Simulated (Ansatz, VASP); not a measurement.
**Two plane-wave programs on ZrTi3C4**

```
Zr Ti C
1.0
     3.13791    0.00000    0.00000
     0.00000    4.44705    0.00000
     0.00000    0.00000    6.27474
Zr Ti C
1 3 4
Direct
  0.50000 0.50000 0.50000
  0.00000 0.00000 0.24413
  0.00000 0.00000 0.75587
  0.50000 0.50000 0.00000
  0.00000 0.50000 0.76284
  0.50000 0.00000 0.00000
  0.00000 0.50000 0.23716
  0.50000 0.00000 0.50000
```

Alike in both runs: task single point; functional PBE; k mesh 6 × 4 × 4; occupations gaussian, width 0.1 eV; collinear spin.

|  | VASP | Ansatz |
| --- | --- | --- |
| version | VASP 6.6.1 | Ansatz 0.2.0 |
| potentials or method | VASP PAW PBE potentials, release 64 (Zr_sv, Ti_sv, C), cutoff 520 eV | scalar-relativistic, plane waves, PAW |
| valence electrons in the cell | 64 | 64 |

|  | VASP | Ansatz | Ansatz less VASP |
| --- | --- | --- | --- |
| gap on the k mesh at the Fermi level (eV) | none | none | - |
| pressure (GPa) | 0.2 | -0.1 | -0.25 |
| traceless stress, the component that is largest in VASP (GPa) | 0.79 | 0.78 | -0.011 |
| rms of the force components (eV/Å) | 0.010 | 0.010 | +0.0001 |
| net moment per atom (μB) | 0.00 | 0.00 | 0.000 |

Atom by atom the forces differ by 0.001 eV/Å (rms over components). A gap of «none» marks a metal or a gap that the smearing closes. Ansatz's warnings: seeded moment not kept.
